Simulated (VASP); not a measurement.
# MgO (Pm-3m) in VASP: single point with PBEsol

Aim: the single point of MgO with PBEsol.

Program: VASP 6.6.1. These are calculated values, not measurements. Logs are shortened: lines on timing, memory, paths and dates and some standing lists are left out, and cuts for length are marked.

## Step 1: The cell of the first run

The structure is cubic, space group Pm-3m (No. 221). Conventional cell: a = 2.690 Å, b = 2.690 Å, c = 2.690 Å, α = 90.00°, β = 90.00°, γ = 90.00°. Mg (site symmetry m-3m) has 8 O at 2.33 Å and 6 Mg at 2.69 Å within 3.1 Å. O (site symmetry m-3m) has 8 Mg at 2.33 Å and 6 O at 2.69 Å within 3.1 Å.

## Step 2: Single point, PBEsol

Input file INCAR:

```
PREC = Accurate
ENCUT = 520
EDIFF = 1E-7
ISMEAR = 0
SIGMA = 0.05
LREAL = False
LASPH = True
NELM = 60
ALGO = Normal
ISIF = 2
LWAVE = False
LCHARG = False
GGA = PS
NBANDS = 11
```

Input file KPOINTS:

```
Automatic mesh
0
Gamma
  10 10 10
```

Input file POSCAR:

```
MgO
1.0
   -0.8967068099      1.7934136198      1.7934136198
    1.7934136198     -0.8967068099      1.7934136198
    1.7934136198      1.7934136198     -0.8967068099
Mg O
1 1
Direct
    0.0000000000      0.0000000000      0.0000000000
    0.5000000000      0.5000000000      0.5000000000
```

Potentials or basis: VASP PAW PBE potentials, release 64 (Mg, O).

Launch:

```
> cat potpaw_PBE.64/Mg/POTCAR potpaw_PBE.64/O/POTCAR > POTCAR
> mpirun -np 1 vasp_std > vasp.out
```

OUTCAR:

```text
PREC = Accurate
   ENCUT = 520
   EDIFF = 1E-7
   ISMEAR = 0
   LREAL = False
   LASPH = True
   NELM = 60
   ISIF = 2
   GGA = PS

 ion  position               nearest neighbor table
   1  0.000  0.000  0.000-   2 2.33   2 2.33   2 2.33   2 2.33   2 2.33   2 2.33   2 2.33   2 2.33

   2  0.500  0.500  0.500-   1 2.33   1 2.33   1 2.33   1 2.33   1 2.33   1 2.33   1 2.33   1 2.33

  LATTYP: Found a simple cubic cell.
 ALAT       =     2.6901204297

  Lattice vectors:

 A1 = (  -0.8967068099,   1.7934136198,   1.7934136198)
 A2 = (   1.7934136198,  -0.8967068099,   1.7934136198)
 A3 = (   1.7934136198,   1.7934136198,  -0.8967068099)

Analysis of symmetry for initial positions (statically):
=====================================================================
 Subroutine PRICEL returns:
 Original cell was already a primitive cell.

 Routine SETGRP: Setting up the symmetry group for a
 simple cubic supercell.

 Subroutine GETGRP returns: Found 48 space group operations
 (whereof 48 operations were pure point group operations)
 out of a pool of 48 trial point group operations.

The static configuration has the point symmetry O_h .

Analysis of symmetry for dynamics (positions and initial velocities):
=====================================================================
 Subroutine PRICEL returns:
 Original cell was already a primitive cell.

 Routine SETGRP: Setting up the symmetry group for a
 simple cubic supercell.

 Subroutine GETGRP returns: Found 48 space group operations
 (whereof 48 operations were pure point group operations)
 out of a pool of 48 trial point group operations.

The dynamic configuration has the point symmetry O_h .

 Subroutine INISYM returns: Found 48 space group operations
 (whereof 48 operations are pure point group operations),
 and found     1 'primitive' translations

----------------------------------------------------------------------------------------

                                     Primitive cell

  volume of cell :      19.4677

  direct lattice vectors                    reciprocal lattice vectors
    -0.896706810  1.793413620  1.793413620    -0.123910190  0.247820380  0.247820380
     1.793413620 -0.896706810  1.793413620     0.247820380 -0.123910190  0.247820380
     1.793413620  1.793413620 -0.896706810     0.247820380  0.247820380 -0.123910190

  length of vectors
     2.690120430  2.690120430  2.690120430     0.371730570  0.371730570  0.371730570

  position of ions in fractional coordinates (direct lattice)
     0.000000000  0.000000000  0.000000000
     0.500000000  0.500000000  0.500000000

  ion indices of the primitive-cell ions
   primitive index   ion index
                 1           1
                 2           2

----------------------------------------------------------------------------------------

 KPOINTS: Automatic mesh

Automatic generation of k-mesh.
 Grid dimensions read from file:
 generate k-points for:   10   10   10

 Generating k-lattice:

  Cartesian coordinates                     Fractional coordinates (reciprocal lattice)
    -0.012391019  0.024782038  0.024782038     0.100000000  0.000000000  0.000000000
     0.024782038 -0.012391019  0.024782038     0.000000000  0.100000000  0.000000000
     0.024782038  0.024782038 -0.012391019     0.000000000  0.000000000  0.100000000

  Length of vectors
     0.037173057  0.037173057  0.037173057

  Shift w.r.t. Gamma in fractional coordinates (k-lattice)
     0.000000000  0.000000000  0.000000000

 Subroutine IBZKPT returns following result:
 ===========================================

 Found     56 irreducible k-points:

 Following reciprocal coordinates:
            Coordinates               Weight
  0.000000  0.000000  0.000000      1.000000
  0.100000  0.000000  0.000000      6.000000
  0.200000  0.000000  0.000000      6.000000
  0.300000  0.000000  0.000000      6.000000
  0.400000  0.000000  0.000000      6.000000
  0.500000  0.000000  0.000000      3.000000
[... 16 lines left out ...]
  0.200000  0.100000  0.100000     24.000000
  0.300000  0.100000  0.100000     24.000000
 [... further k-points ...]
   k-points           NKPTS =     56   k-points in BZ     NKDIM =     56   number of bands    NBANDS=     11
   number of dos      NEDOS =    301   number of ions     NIONS =      2
   total plane-waves  NPLWV =   8000
   dimension x,y,z NGX =    20 NGY =   20 NGZ =   20
   dimension x,y,z NGXF=    40 NGYF=   40 NGZF=   40
   ions per type =               1   1
   NGX,Y,Z   is equivalent  to a cutoff of  12.36, 12.36, 12.36 a.u.
   NGXF,Y,Z  is equivalent  to a cutoff of  24.72, 24.72, 24.72 a.u.
 SYSTEM =  unknown system
   PREC   = accura    normal or accurate (medium, high low for compatibility)
   ISTART =      0    job   : 0-new  1-cont  2-samecut
   ICHARG =      2    charge: 1-file 2-atom 10-const
   ISPIN  =      1    spin polarized calculation?
   LNONCOLLINEAR =      F non collinear calculations
   LSORBIT =      F    spin-orbit coupling
   LASPH  =      T    aspherical Exc in radial PAW
   ENCUT  =  520.0 eV  38.22 Ry    6.18 a.u.   5.00  5.00  5.00*2*pi/ulx,y,z
   NELM   =     60;   NELMIN=  2; NELMDL= -5     # of ELM steps
   EDIFF  = 0.1E-06   stopping-criterion for ELM
   LREAL  =      F    real-space projection
   EDIFFG = 0.1E-05   stopping-criterion for IOM
   NSW    =      0    number of steps for IOM
   IBRION =     -1    ionic relax: 0-MD 1-quasi-New 2-CG
   NFREE  =      0    steps in history (QN), initial steepest desc. (CG)
   ISIF   =      2    stress and relaxation
   ISYM   =      2    0-nonsym 1-usesym 2-fastsym
   POTIM  = 0.5000    time-step for ionic-motion
   TEBEG  =    0.0;   TEEND  =   0.0 temperature during run
   PSTRESS=    0.0 pullay stress
   NELECT =       8.0000    total number of electrons
   NUPDOWN=      -1.0000    fix difference up-down
   EMIN   =  10.00;   EMAX   =-10.00  energy-range for DOS
   EFERMI =   0.00;   METHOD = LEGACY
   ISMEAR =     0;   SIGMA  =   0.05  broadening in eV -4-tet -1-fermi 0-gaus
   EFERMI_NEDOS =   21; number of points for ismear=-14 and -15
   IALGO  =     38    algorithm
   IMIX   =      4    mixing-type and parameters
     AMIX     =   0.40;   BMIX     =  1.00
     AMIX_MAG =   1.60;   BMIX_MAG =  1.00
  volume/ion in A,a.u.               =       9.73        65.69
  Fermi-wavevector in a.u.,A,eV,Ry     =   1.217119  2.300022 20.155386  1.481379
  Thomas-Fermi vector in A             =   2.352450
   LORBIT       =      0    0 simple, 1 ext, 2 COOP (PROOUT), +10 PAW based schemes
   GGA     = PS    functional components
   LHFCALC =     F    Hartree Fock is set to
   AEXX    =    0.0000 exact exchange contribution
   IVDW    =     0    specifies the selected vdW correction
   LEPSILON=     F    determine dielectric tensor
   LRPA    =     F    only Hartree local field effects (RPA)
 non-spin polarized calculation
 Gauss-broadening in eV      SIGMA  =   0.05
  energy-cutoff  :      520.00
  volume of cell :       19.47
 maximum number of plane-waves:       552
   NGX = 11   NGY = 11   NGZ = 11

 number of electron       7.9999993 magnetization

 Free energy of the ion-electron system (eV)
  ---------------------------------------------------
  ext. energy  EPLUGINS =         0.00000000
  ---------------------------------------------------
  free energy    TOTEN  =       -10.99284517 eV

  energy without entropy =      -10.99284517  energy(sigma->0) =      -10.99284517

 E-fermi :   4.5323     XC(G=0): -11.2166

 val. band max:        4.3317067609   @ k =   0.5000   0.5000   0.0000
 cond. band min:       6.2496416387   @ k =   0.0000   0.0000   0.0000
 fundamental gap:      1.9179348778
 Fermi energy:         4.5323283341

 k-point     1 :       0.0000    0.0000    0.0000
  band No.  band energies     occupation
      1     -13.7107      2.00000
      2       3.3841      2.00000
      3       3.3841      2.00000
      4       3.3841      2.00000
      5       6.2496      0.00000
      6      14.4887      0.00000
      7      14.4887      0.00000
      8      23.5291      0.00000
      9      23.5291      0.00000
     10      23.5291      0.00000
     11      30.9160      0.00000

 k-point     2 :       0.1000    0.0000    0.0000
  band No.  band energies     occupation
      1     -13.6206      2.00000
      2       2.5324      2.00000
      3       3.4231      2.00000
      4       3.4231      2.00000
      5       6.8978      0.00000
      6      14.6392      0.00000
      7      14.6877      0.00000
      8      23.3829      0.00000
      9      23.3829      0.00000
     10      23.7419      0.00000
     11      29.9808      0.00000

 k-point     3 :       0.2000    0.0000    0.0000
  band No.  band energies     occupation
      1     -13.3725      2.00000
      2       0.9958      2.00000
      3       3.5275      2.00000
      4       3.5275      2.00000
      5       7.9907      0.00000
      6      14.7516      0.00000
      7      15.2803      0.00000
      8      22.9507      0.00000
      9      22.9507      0.00000
     10      24.6564      0.00000
     11      28.0216      0.00000

 k-point     4 :       0.3000    0.0000    0.0000
  band No.  band energies     occupation
      1     -13.0360      2.00000
      2      -0.4544      2.00000
      3       3.6611      2.00000
      4       3.6611      2.00000
      5       9.1021      0.00000
      6      14.3620      0.00000
      7      16.2461      0.00000
      8      22.3353      0.00000
      9      22.3353      0.00000
     10      25.0119      0.00000
     11      26.5859      0.00000
[... 239 lines left out ...]
 k-point    22 :       0.1000    0.1000    0.1000
  band No.  band energies     occupation
      1     -13.4455      2.00000
      2       2.1933      2.00000
      3       2.9660      2.00000
      4       2.9660      2.00000
      5       7.9487      0.00000
      6      14.9403      0.00000
      7      14.9403      0.00000
      8      22.1027      0.00000
      9      24.1933      0.00000
     10      24.1933      0.00000
     11      27.8144      0.00000

 k-point    23 :       0.2000    0.1000    0.1000
  band No.  band energies     occupation
      1     -13.2065      2.00000
      2       1.0951      2.00000
      3       2.8246      2.00000
      4       3.1011      2.00000
      5       8.8854      0.00000
      6      14.9760      0.00000
      7      15.3012      0.00000
      8      21.5418      0.00000
      9      23.4919      0.00000
     10      25.5322      0.00000
     11      26.2139      0.00000

 k-point    24 :       0.3000    0.1000    0.1000
  band No.  band energies     occupation
      1     -12.8836      2.00000
      2      -0.2517      2.00000
      3       3.0071      2.00000
      4       3.2759      2.00000
      5       9.8779      0.00000
      6      14.4271      0.00000
      7      15.8111      0.00000
      8      21.4596      0.00000
      9      22.4026      0.00000
     10      25.2311      0.00000
     11      25.6587      0.00000

 [... further k-points ...]
[... 5 lines left out ...]
  --------------------------------------------------------------------------------------
  -------------------------------------------------------------------------------------
  Total       -1.0712143     -1.0712143     -1.0712143     -0.0000000     -0.0000000     -0.0000000
  in kB      -88.1600396    -88.1600396    -88.1600396     -0.0000000     -0.0000000     -0.0000000
  external PRESSURE =     -88.1600396 kB  Pullay stress =       0.0000000 kB

 VOLUME and BASIS-vectors are now :
 -----------------------------------------------------------------------------
  energy-cutoff  :      520.00
  volume of cell :       19.47
      direct lattice vectors                 reciprocal lattice vectors
    -0.896706810  1.793413620  1.793413620    -0.123910190  0.247820380  0.247820380
     1.793413620 -0.896706810  1.793413620     0.247820380 -0.123910190  0.247820380
     1.793413620  1.793413620 -0.896706810     0.247820380  0.247820380 -0.123910190

 POSITION                                       TOTAL-FORCE (eV/Angst)
 -----------------------------------------------------------------------------------
      0.00000      0.00000      0.00000         0.000000      0.000000     -0.000000
      1.34506      1.34506      1.34506        -0.000000     -0.000000      0.000000
 -----------------------------------------------------------------------------------
    total drift:                                0.000000     -0.000000      0.000000

  FREE ENERGIE OF THE ION-ELECTRON SYSTEM (eV)
  ---------------------------------------------------
  free  energy   TOTEN  =       -10.9928451658 eV

  energy  without entropy=      -10.9928451658  energy(sigma->0) =      -10.99284517
```

It took 9.8 s on 1 thread of Intel Xeon Platinum 8259CL at 2.50GHz (Skylake/Cascade Lake), shared host; peak memory 0.13 GiB.

Results:

* Free energy: -10.9928 eV
* Pressure: -8.8 GPa
* Band gap on the k mesh: 1.92 eV, indirect (least direct gap 2.87 eV)

Levels at points of the mesh, in eV from the valence-band top:
```tsv
k point	band 1	band 2	band 3	band 4	band 5	band 6	band 7	band 8
(0.00, 0.00, 0.00)	-18.04	-0.95	-0.95	-0.95	1.92	10.16	10.16	19.20
(0.50, 0.00, 0.00)	-16.94	-6.19	-0.51	-0.51	6.40	8.73	14.04	16.91
(0.50, 0.50, 0.00)	-16.15	-4.44	-4.44	0.00	4.61	11.42	11.42	12.71
(0.50, 0.50, 0.50)	-15.41	-3.37	-3.37	-3.37	7.09	7.09	7.09	15.18
```

Caveat: the PAW data sets were made with another functional, which shifts forces and pressure a little. A k mesh can miss the band edges.
